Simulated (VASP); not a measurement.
# Li2Se (Fm-3m) in VASP: notebook

The runs below take Li2Se through single point, with PBE, LDA, r2SCAN, HSE06.

All numbers are computed with VASP 6.6.1; they aren't measurements. Logs are shortened: lines on timing, memory, paths and dates and some standing lists are left out, and cuts for length are marked.

## (1) The cell of the first run

The structure is cubic, space group Fm-3m (No. 225). The conventional cell has a = 5.987 Å, b = 5.987 Å, c = 5.987 Å, α = 90.00°, β = 90.00°, γ = 90.00°. Li (site symmetry -43m) has 4 Se at 2.59 Å and 6 Li at 2.99 Å within 3.4 Å. Se (site symmetry m-3m) has 8 Li at 2.59 Å within 3.4 Å.

## (2) Single point, PBE

INCAR

```
PREC = Accurate ; ENCUT = 750
EDIFF = 1E-6 ; ISMEAR = 0
SIGMA = 0.01 ; LREAL = F
LASPH = T ; NELM = 120
ALGO = Normal ; ISIF = 2
LWAVE = F ; LCHARG = F
GGA = PE ; NBANDS = 13
GGA_COMPAT = F
```

KPOINTS

```
Automatic mesh
0
Gamma
  4 4 4
```

POSCAR

```
Li2Se
1.0
    0.0000000000      2.9934588658      2.9934588658
    2.9934588658      0.0000000000      2.9934588658
    2.9934588658      2.9934588658      0.0000000000
Li Se
2 1
Direct
    0.2500000000      0.2500000000      0.2500000000
    0.7500000000      0.7500000000      0.7500000000
    0.0000000000      0.0000000000      0.0000000000
```

Potentials or basis: VASP PAW PBE potentials, release 64 (Li_sv, Se).

The run is started by

```
cat potpaw_PBE.64/Li_sv/POTCAR potpaw_PBE.64/Se/POTCAR > POTCAR
mpirun -np 1 vasp_std > vasp.out
```

OUTCAR:

```text
PREC = Accurate
   ENCUT = 750
   EDIFF = 1E-6
   ISMEAR = 0
   LREAL = F
   LASPH = T
   NELM = 120
   ISIF = 2
   GGA = PE

 ion  position               nearest neighbor table
   1  0.250  0.250  0.250-   3 2.59   3 2.59   3 2.59   3 2.59
   2  0.750  0.750  0.750-   3 2.59   3 2.59   3 2.59   3 2.59
   3  0.000  0.000  0.000-   2 2.59   2 2.59   2 2.59   1 2.59   1 2.59   1 2.59   2 2.59   1 2.59

  LATTYP: Found a face centered cubic cell.
 ALAT       =     5.9869177316

  Lattice vectors:

 A1 = (   0.0000000000,   2.9934588658,   2.9934588658)
 A2 = (   2.9934588658,   0.0000000000,   2.9934588658)
 A3 = (   2.9934588658,   2.9934588658,   0.0000000000)

Analysis of symmetry for initial positions (statically):
=====================================================================
 Subroutine PRICEL returns:
 Original cell was already a primitive cell.

 Routine SETGRP: Setting up the symmetry group for a
 face centered cubic supercell.

 Subroutine GETGRP returns: Found 48 space group operations
 (whereof 48 operations were pure point group operations)
 out of a pool of 48 trial point group operations.

The static configuration has the point symmetry O_h .

Analysis of symmetry for dynamics (positions and initial velocities):
=====================================================================
 Subroutine PRICEL returns:
 Original cell was already a primitive cell.

 Routine SETGRP: Setting up the symmetry group for a
 face centered cubic supercell.

 Subroutine GETGRP returns: Found 48 space group operations
 (whereof 48 operations were pure point group operations)
 out of a pool of 48 trial point group operations.

The dynamic configuration has the point symmetry O_h .

 Subroutine INISYM returns: Found 48 space group operations
 (whereof 48 operations are pure point group operations),
 and found     1 'primitive' translations

----------------------------------------------------------------------------------------

                                     Primitive cell

  volume of cell :      53.6475

  direct lattice vectors                    reciprocal lattice vectors
     0.000000000  2.993458866  2.993458866    -0.167030857  0.167030857  0.167030857
     2.993458866  0.000000000  2.993458866     0.167030857 -0.167030857  0.167030857
     2.993458866  2.993458866  0.000000000     0.167030857  0.167030857 -0.167030857

  length of vectors
     4.233390126  4.233390126  4.233390126     0.289305931  0.289305931  0.289305931

  position of ions in fractional coordinates (direct lattice)
     0.250000000  0.250000000  0.250000000
     0.750000000  0.750000000  0.750000000
     0.000000000  0.000000000  0.000000000

  ion indices of the primitive-cell ions
   primitive index   ion index
                 1           1
                 2           2
                 3           3

----------------------------------------------------------------------------------------

 KPOINTS: Automatic mesh

Automatic generation of k-mesh.
 Grid dimensions read from file:
 generate k-points for:    4    4    4

 Generating k-lattice:

  Cartesian coordinates                     Fractional coordinates (reciprocal lattice)
    -0.041757714  0.041757714  0.041757714     0.250000000  0.000000000  0.000000000
     0.041757714 -0.041757714  0.041757714     0.000000000  0.250000000  0.000000000
     0.041757714  0.041757714 -0.041757714     0.000000000  0.000000000  0.250000000

  Length of vectors
     0.072326483  0.072326483  0.072326483

  Shift w.r.t. Gamma in fractional coordinates (k-lattice)
     0.000000000  0.000000000  0.000000000

 Subroutine IBZKPT returns following result:
 ===========================================

 Found      8 irreducible k-points:

 Following reciprocal coordinates:
            Coordinates               Weight
  0.000000  0.000000  0.000000      1.000000
  0.250000  0.000000  0.000000      8.000000
  0.500000  0.000000  0.000000      4.000000
  0.250000  0.250000  0.000000      6.000000
  0.500000  0.250000  0.000000     24.000000
 -0.250000  0.250000  0.000000     12.000000
  0.500000  0.500000  0.000000      3.000000
 -0.250000  0.500000  0.250000      6.000000
   k-points           NKPTS =      8   k-points in BZ     NKDIM =      8   number of bands    NBANDS=     13
   number of dos      NEDOS =    301   number of ions     NIONS =      3
   total plane-waves  NPLWV =  64000
   dimension x,y,z NGX =    40 NGY =   40 NGZ =   40
   dimension x,y,z NGXF=    80 NGYF=   80 NGZF=   80
   ions per type =               2   1
   NGX,Y,Z   is equivalent  to a cutoff of  15.71, 15.71, 15.71 a.u.
   NGXF,Y,Z  is equivalent  to a cutoff of  31.42, 31.42, 31.42 a.u.
 SYSTEM =  unknown system
   PREC   = accura    normal or accurate (medium, high low for compatibility)
   ISTART =      0    job   : 0-new  1-cont  2-samecut
   ICHARG =      2    charge: 1-file 2-atom 10-const
   ISPIN  =      1    spin polarized calculation?
   LNONCOLLINEAR =      F non collinear calculations
   LSORBIT =      F    spin-orbit coupling
   LASPH  =      T    aspherical Exc in radial PAW
   ENCUT  =  750.0 eV  55.12 Ry    7.42 a.u.   9.45  9.45  9.45*2*pi/ulx,y,z
   NELM   =    120;   NELMIN=  2; NELMDL= -5     # of ELM steps
   EDIFF  = 0.1E-05   stopping-criterion for ELM
   LREAL  =      F    real-space projection
[... 7 lines left out ...]
   TEBEG  =    0.0;   TEEND  =   0.0 temperature during run
   PSTRESS=    0.0 pullay stress
   NELECT =      12.0000    total number of electrons
   NUPDOWN=      -1.0000    fix difference up-down
   EMIN   =  10.00;   EMAX   =-10.00  energy-range for DOS
   EFERMI =   0.00;   METHOD = LEGACY
   ISMEAR =     0;   SIGMA  =   0.01  broadening in eV -4-tet -1-fermi 0-gaus
   EFERMI_NEDOS =   21; number of points for ismear=-14 and -15
   IALGO  =     38    algorithm
   IMIX   =      4    mixing-type and parameters
     AMIX     =   0.40;   BMIX     =  1.00
     AMIX_MAG =   1.60;   BMIX_MAG =  1.00
  volume/ion in A,a.u.               =      17.88       120.68
  Fermi-wavevector in a.u.,A,eV,Ry     =   0.993769  1.877950 13.436789  0.987576
  Thomas-Fermi vector in A             =   2.125673
   LORBIT       =      0    0 simple, 1 ext, 2 COOP (PROOUT), +10 PAW based schemes
   GGA     = PE    functional components
   LHFCALC =     F    Hartree Fock is set to
   AEXX    =    0.0000 exact exchange contribution
   IVDW    =     0    specifies the selected vdW correction
   LEPSILON=     F    determine dielectric tensor
   LRPA    =     F    only Hartree local field effects (RPA)
 non-spin polarized calculation
 Gauss-broadening in eV      SIGMA  =   0.01
  energy-cutoff  :      750.00
  volume of cell :       53.65
 maximum number of plane-waves:      2525
 NGX is ok and might be reduce to    40
   NGX = 19   NGY = 19   NGZ = 19

 number of electron      12.0000003 magnetization

 Free energy of the ion-electron system (eV)
  ---------------------------------------------------
  ext. energy  EPLUGINS =         0.00000000
  ---------------------------------------------------
  free energy    TOTEN  =       -11.11868389 eV

  energy without entropy =      -11.11868389  energy(sigma->0) =      -11.11868389

 E-fermi :   1.0980     XC(G=0):  -8.2915

 val. band max:        1.0555462882   @ k =   0.0000   0.0000   0.0000
 cond. band min:       4.0185346409   @ k =   0.5000   0.5000   0.0000
 fundamental gap:      2.9629883527
 Fermi energy:         1.0979943427

 k-point     1 :       0.0000    0.0000    0.0000
  band No.  band energies     occupation
      1     -43.6545      2.00000
      2     -43.6297      2.00000
      3     -10.3558      2.00000
      4       1.0555      2.00000
      5       1.0555      2.00000
      6       1.0555      2.00000
      7       4.4739      0.00000
      8       6.6738      0.00000
      9       6.6738      0.00000
     10       6.6738      0.00000
     11      11.6580      0.00000
     12      11.6580      0.00000
     13      12.0048      0.00000

 k-point     2 :       0.2500    0.0000    0.0000
  band No.  band energies     occupation
      1     -43.6507      2.00000
      2     -43.6332      2.00000
      3     -10.1806      2.00000
      4      -0.7202      2.00000
      5       0.7615      2.00000
      6       0.7615      2.00000
      7       5.6108      0.00000
      8       7.2188      0.00000
      9       7.2188      0.00000
     10       7.9634      0.00000
     11      10.1033      0.00000
     12      10.1033      0.00000
     13      12.4683      0.00000

 k-point     3 :       0.5000    0.0000    0.0000
  band No.  band energies     occupation
      1     -43.6417      2.00000
      2     -43.6417      2.00000
      3      -9.9842      2.00000
      4      -1.8789      2.00000
      5       0.5224      2.00000
      6       0.5224      2.00000
      7       6.1915      0.00000
      8       7.0127      0.00000
      9       7.0127      0.00000
     10       9.0357      0.00000
     11      12.5949      0.00000
     12      12.5949      0.00000
     13      13.6664      0.00000

 k-point     4 :       0.2500    0.2500    0.0000
  band No.  band energies     occupation
      1     -43.6501      2.00000
      2     -43.6336      2.00000
      3     -10.1246      2.00000
      4      -0.3972      2.00000
      5       0.2131      2.00000
      6       0.2131      2.00000
      7       5.2981      0.00000
      8       6.9547      0.00000
      9       8.4384      0.00000
     10       8.4384      0.00000
     11       9.1998      0.00000
     12      12.6298      0.00000
     13      13.8940      0.00000

 k-point     5 :       0.5000    0.2500    0.0000
  band No.  band energies     occupation
      1     -43.6445      2.00000
      2     -43.6387      2.00000
      3      -9.9293      2.00000
      4      -1.4020      2.00000
      5      -0.3301      2.00000
      6       0.0058      2.00000
      7       5.4694      0.00000
      8       8.2191      0.00000
      9       8.4393      0.00000
     10       8.7714      0.00000
     11      11.4342      0.00000
     12      12.6025      0.00000
     13      13.5292      0.00000

 k-point     6 :      -0.2500    0.2500    0.0000
  band No.  band energies     occupation
      1     -43.6458      2.00000
      2     -43.6376      2.00000
      3      -9.9922      2.00000
      4      -1.2757      2.00000
      5      -0.3913      2.00000
      6       0.4857      2.00000
      7       6.4909      0.00000
      8       7.2063      0.00000
      9       8.6247      0.00000
     10       8.7650      0.00000
     11       8.9370      0.00000
     12      12.2341      0.00000
     13      14.2276      0.00000

 k-point     7 :       0.5000    0.5000    0.0000
  band No.  band energies     occupation
      1     -43.6457      2.00000
      2     -43.6375      2.00000
      3      -9.8718      2.00000
      4      -1.2444      2.00000
      5      -0.4000      2.00000
      6      -0.4000      2.00000
      7       4.0185      0.00000
      8       7.2392      0.00000
      9      11.4237      0.00000
     10      11.4237      0.00000
     11      12.5396      0.00000
     12      12.8601      0.00000
     13      12.8601      0.00000

 k-point     8 :      -0.2500    0.5000    0.2500
  band No.  band energies     occupation
      1     -43.6416      2.00000
      2     -43.6416      2.00000
      3      -9.8644      2.00000
      4      -0.8652      2.00000
      5      -0.8652      2.00000
      6      -0.7224      2.00000
      7       6.2152      0.00000
      8       7.4579      0.00000
      9       9.1130      0.00000
     10       9.1130      0.00000
     11      12.1901      0.00000
     12      12.1901      0.00000
     13      13.0919      0.00000

------------------------ aborting loop because EDIFF is reached ----------------------------------------

  FORCE on cell =-STRESS in cart. coord.  units (eV):
  Direction    XX          YY          ZZ          XY          YZ          ZX
  --------------------------------------------------------------------------------------
  -------------------------------------------------------------------------------------
  Total        0.1103402      0.1103402      0.1103402      0.0000000      0.0000000      0.0000000
  in kB        3.2952972      3.2952972      3.2952972      0.0000000      0.0000000      0.0000000
  external PRESSURE =       3.2952972 kB  Pullay stress =       0.0000000 kB

 VOLUME and BASIS-vectors are now :
 -----------------------------------------------------------------------------
  energy-cutoff  :      750.00
  volume of cell :       53.65
      direct lattice vectors                 reciprocal lattice vectors
     0.000000000  2.993458866  2.993458866    -0.167030857  0.167030857  0.167030857
     2.993458866  0.000000000  2.993458866     0.167030857 -0.167030857  0.167030857
     2.993458866  2.993458866  0.000000000     0.167030857  0.167030857 -0.167030857

 POSITION                                       TOTAL-FORCE (eV/Angst)
 -----------------------------------------------------------------------------------
      1.49673      1.49673      1.49673         0.000000      0.000000      0.000000
      4.49019      4.49019      4.49019        -0.000000     -0.000000     -0.000000
      0.00000      0.00000      0.00000         0.000000     -0.000000      0.000000
 -----------------------------------------------------------------------------------
    total drift:                                0.000000     -0.000000      0.000000

  FREE ENERGIE OF THE ION-ELECTRON SYSTEM (eV)
  ---------------------------------------------------
  free  energy   TOTEN  =       -11.1186838906 eV

  energy  without entropy=      -11.1186838906  energy(sigma->0) =      -11.11868389
```

Wall time 16 s (1 thread of AMD EPYC 7R43 (Zen 3), shared host); peak memory 0.2 GiB.

What came out:

```yaml
Free_energy: -11.1187 eV
Pressure: 0.3 GPa
Band_gap_on_the_k_mesh: 2.96 eV, indirect (least direct gap 3.42 eV)
```

Caveat: the k points lie up to 0.45 Å⁻¹ apart. As with any semilocal functional, this PBE gap is likely too small.

## (3) Single point, LDA

INCAR

```
PREC = Accurate
ENCUT = 750
EDIFF = 1E-6
ISMEAR = 0
SIGMA = 0.01
LREAL = False
LASPH = True
NELM = 120
ALGO = Normal
ISIF = 2
LWAVE = False
LCHARG = False
NBANDS = 13
GGA_COMPAT = False
```

KPOINTS

```
regular mesh
0
Gamma
  4 4 4
```

POSCAR is that of step 2.

Potentials or basis: VASP PAW LDA potentials, release 64 (Li_sv, Se).

The run is started by

```
cat potpaw_LDA.64/Li_sv/POTCAR potpaw_LDA.64/Se/POTCAR > POTCAR
mpirun -np 1 vasp_std > vasp.out
```

OUTCAR:

```text
PREC = Accurate
   ENCUT = 750
   EDIFF = 1E-6
   ISMEAR = 0
   LREAL = False
   LASPH = True
   NELM = 120
   ISIF = 2

 ion  position               nearest neighbor table
   1  0.250  0.250  0.250-   3 2.59   3 2.59   3 2.59   3 2.59
   2  0.750  0.750  0.750-   3 2.59   3 2.59   3 2.59   3 2.59
   3  0.000  0.000  0.000-   2 2.59   2 2.59   2 2.59   1 2.59   1 2.59   1 2.59   2 2.59   1 2.59

  LATTYP: Found a face centered cubic cell.
 ALAT       =     5.9869177316

  Lattice vectors:

 A1 = (   0.0000000000,   2.9934588658,   2.9934588658)
 A2 = (   2.9934588658,   0.0000000000,   2.9934588658)
 A3 = (   2.9934588658,   2.9934588658,   0.0000000000)

Analysis of symmetry for initial positions (statically):
=====================================================================
 Subroutine PRICEL returns:
 Original cell was already a primitive cell.

 Routine SETGRP: Setting up the symmetry group for a
 face centered cubic supercell.

 Subroutine GETGRP returns: Found 48 space group operations
 (whereof 48 operations were pure point group operations)
 out of a pool of 48 trial point group operations.

[... 163 lines left out ...]
      7       4.2727      0.00000
      8       6.5025      0.00000
      9       6.5025      0.00000
     10       6.5025      0.00000
     11      11.6186      0.00000
     12      11.6186      0.00000
     13      11.7641      0.00000
[... 98 lines left out ...]
  band No.  band energies     occupation
      1     -42.6712      2.00000
      2     -42.6712      2.00000
      3      -9.9240      2.00000
      4      -0.9051      2.00000
      5      -0.9051      2.00000
      6      -0.7895      2.00000
      7       6.0694      0.00000
      8       7.2421      0.00000
      9       9.0040      0.00000
     10       9.0040      0.00000
     11      11.9588      0.00000
     12      11.9588      0.00000
     13      12.9525      0.00000

------------------------ aborting loop because EDIFF is reached ----------------------------------------

  FORCE on cell =-STRESS in cart. coord.  units (eV):
  Direction    XX          YY          ZZ          XY          YZ          ZX
  --------------------------------------------------------------------------------------
  -------------------------------------------------------------------------------------
  Total       -0.7648968     -0.7648968     -0.7648968      0.0000000     -0.0000000      0.0000000
  in kB      -22.8435460    -22.8435460    -22.8435460      0.0000000     -0.0000000      0.0000000
  external PRESSURE =     -22.8435460 kB  Pullay stress =       0.0000000 kB

 VOLUME and BASIS-vectors are now :
 -----------------------------------------------------------------------------
  energy-cutoff  :      750.00
  volume of cell :       53.65
      direct lattice vectors                 reciprocal lattice vectors
     0.000000000  2.993458866  2.993458866    -0.167030857  0.167030857  0.167030857
     2.993458866  0.000000000  2.993458866     0.167030857 -0.167030857  0.167030857
     2.993458866  2.993458866  0.000000000     0.167030857  0.167030857 -0.167030857

 POSITION                                       TOTAL-FORCE (eV/Angst)
 -----------------------------------------------------------------------------------
      1.49673      1.49673      1.49673         0.000000      0.000000      0.000000
      4.49019      4.49019      4.49019        -0.000000     -0.000000     -0.000000
      0.00000      0.00000      0.00000         0.000000     -0.000000     -0.000000
 -----------------------------------------------------------------------------------
    total drift:                                0.000000     -0.000000      0.000000

  FREE ENERGIE OF THE ION-ELECTRON SYSTEM (eV)
  ---------------------------------------------------
  free  energy   TOTEN  =       -12.1396629175 eV

  energy  without entropy=      -12.1396629175  energy(sigma->0) =      -12.13966292
```

OSZICAR:

```text
N       E                     dE             d eps       ncg     rms          rms(c)
DAV:   1     0.478593857657E+02    0.47859E+02   -0.66068E+03   208   0.116E+03
DAV:   2    -0.463782018060E+01   -0.52497E+02   -0.50295E+02   243   0.212E+02
DAV:   3    -0.122195605619E+02   -0.75817E+01   -0.75284E+01   385   0.472E+01
DAV:   4    -0.123753561010E+02   -0.15580E+00   -0.15577E+00   280   0.965E+00
DAV:   5    -0.123783077479E+02   -0.29516E-02   -0.29516E-02   319   0.113E+00    0.281E+00
DAV:   6    -0.121732292843E+02    0.20508E+00   -0.25672E-01   231   0.193E+00    0.168E+00
DAV:   7    -0.121404416721E+02    0.32788E-01   -0.10350E-01   275   0.132E+00    0.723E-01
DAV:   8    -0.121398285338E+02    0.61314E-03   -0.11913E-02   280   0.616E-01    0.265E-01
DAV:   9    -0.121396167603E+02    0.21177E-03   -0.49971E-04   305   0.114E-01    0.156E-01
DAV:  10    -0.121396668658E+02   -0.50106E-04   -0.18941E-04   243   0.712E-02    0.695E-02
DAV:  11    -0.121396631559E+02    0.37099E-05   -0.14253E-05   297   0.270E-02    0.293E-02
DAV:  12    -0.121396629175E+02    0.23844E-06   -0.58518E-06   263   0.125E-02
   1 F= -.12139663E+02 E0= -.12139663E+02  d E =-.704921E-57
```

stdout:

```text
POSCAR found type information on POSCAR LiSe
 POSCAR found :  2 types and       3 ions
 scaLAPACK will be used
 LDA part: xc-table for (Slater(with rela. corr.)+CA(PZ))
 , standard interpolation
 POSCAR, INCAR and KPOINTS ok, starting setup
 FFT: planning ... GRIDC
 FFT: planning ... GRID_SOFT
 FFT: planning ... GRID
 WAVECAR not read
 entering main loop
```

Run time: 12 s. Hardware: 1 thread of AMD EPYC 7R43 (Zen 3), shared host; peak memory 0.15 GiB.

Results:

```yaml
Free_energy: -12.1397 eV
Pressure: -2.3 GPa
Band_gap_on_the_k_mesh: 2.79 eV, indirect (least direct gap 3.24 eV)
```

Caveat: the k points lie up to 0.45 Å⁻¹ apart.

(Continued in part 2 of 2.)
